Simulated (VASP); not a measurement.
# Os (P6_3/mmc) in VASP: settings compared, part 3 of 3

VASP 6.6.1. Earlier steps stand in the parts before.

### Step 6. Single point, LDA, non-collinear spin, zero start, spin-orbit coupling

This run uses another cell than the first one, of 13.14 Å³/atom, 0.940 times its volume.

Contents of INCAR:

```
ALGO     = Fast           # electronic algorithm
EDIFF    = 1E-6           # SCF threshold, eV
ENCUT    = 520            # plane-wave cutoff, eV
GGA      = CA             # functional
GGA_COMPAT= F            
ISIF     = 2              # what is computed and relaxed
ISMEAR   = -1             # smearing method
LASPH    = T              # aspherical terms in the spheres
LCHARG   = T              # write CHGCAR
LMAXMIX  = 4              # l up to which the mixer works
LNONCOLLINEAR= T              # non-collinear magnetism
LORBIT   = 11             # projections on sites
LORBMOM  = T            
LREAL    = F              # projectors in reciprocal space
LSORBIT  = T              # spin-orbit coupling
LVHAR    = T            
LWAVE    = F              # write WAVECAR
MAGMOM   = 0 0 0 0 0 0    # initial moments
NBANDS   = 28             # bands
NELM     = 150            # most SCF steps
PREC     = Accurate       # precision mode
SIGMA    = 0.05           # smearing width, eV
```

Contents of KPOINTS:

```
k-points
0
Gamma
  11 11 6
```

Contents of POSCAR:

```
Os
1.0
    2.6782863798      0.0000000000      0.0000000000
   -1.3391431899      2.3194640436      0.0000000000
    0.0000000000      0.0000000000      4.2315181138
Os
2
Direct
    0.6666666667      0.3333333333      0.7500000000
    0.3333333333      0.6666666667      0.2500000000
```

Potentials or basis: VASP PAW LDA potentials, release 64 (Os).

Started as:

```bash
$ cat potpaw_LDA.64/Os/POTCAR > POTCAR
$ mpirun -np 1 vasp_ncl > vasp.out
```

OUTCAR:

```text
EDIFF = 1E-6
   ENCUT = 520
   GGA = CA
   ISIF = 2
   ISMEAR = -1
   LASPH = T
   LNONCOLLINEAR = T
   LORBIT = 11
   LREAL = F
   LSORBIT = T
   NELM = 150
   PREC = Accurate

 ion  position               nearest neighbor table
   1  0.667  0.333  0.750-   2 2.62   2 2.62   2 2.62   2 2.62   2 2.62   2 2.62
   2  0.333  0.667  0.250-   1 2.62   1 2.62   1 2.62   1 2.62   1 2.62   1 2.62

  LATTYP: Found a hexagonal cell.
 ALAT       =     2.6782863798
 C/A-ratio  =     1.5799348963

  Lattice vectors:

 A1 = (   2.6782863798,   0.0000000000,   0.0000000000)
 A2 = (  -1.3391431899,   2.3194640436,   0.0000000000)
 A3 = (   0.0000000000,   0.0000000000,   4.2315181138)

Analysis of symmetry for initial positions (statically):
=====================================================================
 Subroutine PRICEL returns:
 Original cell was already a primitive cell.

 Routine SETGRP: Setting up the symmetry group for a
 hexagonal supercell.

 Subroutine GETGRP returns: Found 24 space group operations
 (whereof 12 operations were pure point group operations)
 out of a pool of 24 trial point group operations.
[... 1014 lines left out ...]
     0.0000000     0.0000000     0.0000000     0.0000000     0.0000000     0.0000000     0.0000000
     0.0000000     0.0000000     0.0000000     0.0000000     0.0000000     0.0000000     0.0000000
     0.0000000     0.0000000     0.0000000     0.0000000     0.0000000     0.0000000     0.0000000
     0.0000000     0.0000000     0.0000000     0.0000000     0.0000000     0.0000000     0.0000000
     0.0000000     0.0000000     0.0000000     0.0000000     0.0000000     0.0000000     0.0000000

 Ion:    2  E_soc:     -0.6625271
 l=   1
     0.0000000    -0.0480354    -0.0469912
    -0.0480354     0.0000000    -0.0480354
    -0.0469912    -0.0480354     0.0000000
 l=   2
     0.0000000    -0.0128360     0.0000000    -0.0128360    -0.0503342
    -0.0128360     0.0000000    -0.0363763    -0.0137706    -0.0128360
     0.0000000    -0.0363763     0.0000000    -0.0363763     0.0000000
    -0.0128360    -0.0137706    -0.0363763     0.0000000    -0.0128360
    -0.0503342    -0.0128360     0.0000000    -0.0128360     0.0000000
 l=   3
     0.0000000     0.0000000     0.0000000     0.0000000     0.0000000     0.0000000     0.0000000
     0.0000000     0.0000000     0.0000000     0.0000000     0.0000000     0.0000000     0.0000000
     0.0000000     0.0000000     0.0000000     0.0000000     0.0000000     0.0000000     0.0000000
     0.0000000     0.0000000     0.0000000     0.0000000     0.0000000     0.0000000     0.0000000
     0.0000000     0.0000000     0.0000000     0.0000000     0.0000000     0.0000000     0.0000000
     0.0000000     0.0000000     0.0000000     0.0000000     0.0000000     0.0000000     0.0000000
     0.0000000     0.0000000     0.0000000     0.0000000     0.0000000     0.0000000     0.0000000

 total charge

# of ion       s       p       d       tot
------------------------------------------
    1        0.699   0.875   6.325   7.899
    2        0.699   0.875   6.325   7.899
--------------------------------------------------
tot          1.398   1.749  12.651  15.798

 magnetization (x)

# of ion       s       p       d       tot
------------------------------------------
    1        0.000   0.000   0.000   0.000
    2        0.000   0.000   0.000   0.000
--------------------------------------------------
tot          0.000   0.000   0.000   0.000

 magnetization (y)

# of ion       s       p       d       tot
------------------------------------------
    1        0.000   0.000   0.000   0.000
    2        0.000   0.000   0.000   0.000
--------------------------------------------------
tot          0.000   0.000   0.000   0.000

 magnetization (z)

# of ion       s       p       d       tot
------------------------------------------
    1        0.000   0.000   0.000   0.000
    2        0.000   0.000   0.000   0.000
--------------------------------------------------
tot          0.000   0.000   0.000   0.000
```

Run time: 3 min. Hardware: 1 thread of AMD EPYC 7R13, shared host; peak memory 0.18 GiB.

Results:

| Quantity | Value |
| --- | --- |
| Free energy | -25.8733 eV |
| Pressure | 22.1 GPa |
| Net moment | 0.00 μB per cell |
| Valence electrons inside the program's atomic spheres | Os 7.90 |

Moments on the atoms (μB; x, y, z):
```
Os  0.00 0.00 0.00
Os  0.00 0.00 0.00
```

### Step 7. The runs side by side

```tsv
level	potentials or basis	spin	cell	gap on the mesh (eV)	pressure (GPa)
r2SCAN+rVV10	VASP PAW PBE potentials, release 64 (Os)	off	a = 2.734, b = 2.734, c = 4.320 Å, angles 90.0, 90.0, 120.0°, 2 atoms	none	0.5
r2SCAN+rVV10	VASP PAW PBE potentials, release 64 (Os)	off	a = 2.752, b = 2.752, c = 4.348 Å, angles 90.0, 90.0, 120.0°, 2 atoms	none	-7.9
r2SCAN+rVV10	VASP PAW PBE potentials, release 64 (Os)	off	a = 2.770, b = 2.770, c = 4.377 Å, angles 90.0, 90.0, 120.0°, 2 atoms	none	-15.4
r2SCAN+rVV10	VASP PAW PBE potentials, release 64 (Os)	off	a = 2.788, b = 2.788, c = 4.404 Å, angles 90.0, 90.0, 120.0°, 2 atoms	none	-22.0
LDA	VASP PAW LDA potentials, release 64 (Os)	non-collinear, zero start, SOC	a = 2.678, b = 2.678, c = 4.232 Å, angles 90.0, 90.0, 120.0°, 2 atoms	-	22.1
```

Alike in all rows: task single point; k mesh 11 × 11 × 6; cutoff (eV) 520; smearing fermi-dirac 0.05 eV.

Caveats: the PAW data sets were made with another functional, which shifts forces and pressure a little (some runs); spin-orbit coupling is left out, which moves the levels of the heavy elements (some runs).

Absolute energies hang on the potentials; compare differences alone.
